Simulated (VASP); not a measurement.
Set up this calculation in VASP 6.6.1, as the native input.

| Item | Value |
| --- | --- |
| Task | single point |
| Functional | PBE |
| Potentials or basis | VASP PAW PBE potentials, release 64 (Nb_sv) |
| Cutoff | 520 eV |
| k mesh | 8 × 8 × 8 |
| Occupations | gaussian, width 0.1 eV |
| Spin | no spin polarisation |
| Dipole correction | no |
| Further INCAR settings | ALGO = Normal; EDIFF = 1e-07; NBANDS = 12 |

The structure of Nb lies in POSCAR:

```
Nb
1.0
   -1.6588161900      1.6588161900      1.6588161900
    1.6588161900     -1.6588161900      1.6588161900
    1.6588161900      1.6588161900     -1.6588161900
Nb
1
Direct
    0.0000000000      0.0000000000      0.0000000000
```

These files were run (other wordings do the same):

INCAR

```
  PREC = Accurate
  ENCUT = 520
  EDIFF = 1E-7
  ISMEAR = 0
  SIGMA = 0.1
  LREAL = F
  LASPH = T
  NELM = 80
  ALGO = Normal
  ISIF = 2
  LWAVE = F
  LCHARG = F
  GGA = PE
  NBANDS = 12
```

KPOINTS

```
regular mesh
0
Gamma
  8 8 8
```

Potentials or basis: VASP PAW PBE potentials, release 64 (Nb_sv).

Command:

```bash
$ cat potpaw_PBE.64/Nb_sv/POTCAR > POTCAR
$ mpirun -np 1 vasp_std > vasp.out
```

Results of the run:

The pressure is -1.1 GPa.

It took 6 s on 1 thread of Intel(R) Xeon(R) 6975P-C (Granite Rapids) (shared host), peak memory 0.13 GiB.
